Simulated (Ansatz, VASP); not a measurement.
**One calculation of CaCl, two programs**

```xyz
4
Lattice="3.9764 0.0000 0.0000 -1.9882 3.4437 0.0000 0.0000 0.0000 9.1675" Properties=species:S:1:pos:R:3 pbc="T T T"
Ca    0.0000    2.2958    9.5308
Ca    1.9882    1.1479    4.9470
Cl    0.0000    2.2958    3.1397
Cl    1.9882    1.1479    7.7234
```

Alike in both runs: functional PBE; k mesh 12 × 12 × 6; occupations gaussian, width 0.1 eV; no spin polarisation.

Ansatz relaxed the structure, and its values are those at the end. VASP's run is a single point on that final structure, the one shown.

|  | VASP | Ansatz |
| --- | --- | --- |
| version | VASP 6.6.1 | Ansatz 0.2.0 |
| potentials or method | VASP PAW PBE potentials, release 64 (Ca_sv, Cl), cutoff 520 eV | scalar-relativistic, plane waves, PAW |
| valence electrons in the cell | 34 | 34 |

|  | VASP | Ansatz | Ansatz less VASP |
| --- | --- | --- | --- |
| gap on the k mesh at the Fermi level (eV) | none | none | - |
| pressure (GPa) | 0.0 | 0.0 | -0.04 |

A gap of «none» marks a metal or a gap that the smearing closes. With one functional, cell and mesh, what is left measures potentials, basis and numerics.
